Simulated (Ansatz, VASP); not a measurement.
# TiO2: VASP beside Ansatz

```
CELL_PARAMETERS angstrom
4.96840 0.00000 0.00000
0.00000 4.96840 0.00000
0.00000 0.00000 3.12190
ATOMIC_POSITIONS crystal
Ti 0.00000 0.00000 0.00000
Ti 0.50000 0.50000 0.50000
O 0.30510 0.30510 0.00000
O 0.19490 0.80510 0.50000
O 0.69490 0.69490 0.00000
O 0.80510 0.19490 0.50000
```

Alike in both runs: task single point; functional PBE; k mesh 6 × 6 × 10; occupations gaussian, width 0.05 eV; no spin polarisation.

|  | VASP | Ansatz |
| --- | --- | --- |
| version | VASP 6.6.1 | Ansatz 0.2.0 |
| potentials or method | VASP PAW PBE potentials, release 64 (Ti_sv, O), cutoff 520 eV | scalar-relativistic, plane waves, PAW |
| valence electrons in the cell | 48 | 48 |

Ansatz gave:

```
gap on the k mesh at the Fermi level (eV)                     : 1.44
least direct gap on the mesh (eV)                             : 1.44
pressure (GPa)                                                : -27.9
traceless stress, the component that is largest in VASP (GPa) : -3.66
rms of the force components (eV/Å)                            : 0.408
```

Question: Which values does VASP return?

Answer: gap on the k mesh at the Fermi level (eV): 1.43; least direct gap on the mesh (eV): 1.43; pressure (GPa): -27.5; traceless stress, the component that is largest in VASP (GPa): -3.48; rms of the force components (eV/Å): 0.396.

Atom by atom the forces differ by 0.011 eV/Å (rms over components). The functional is the same, so the differences come from potentials, cutoffs and numerics.
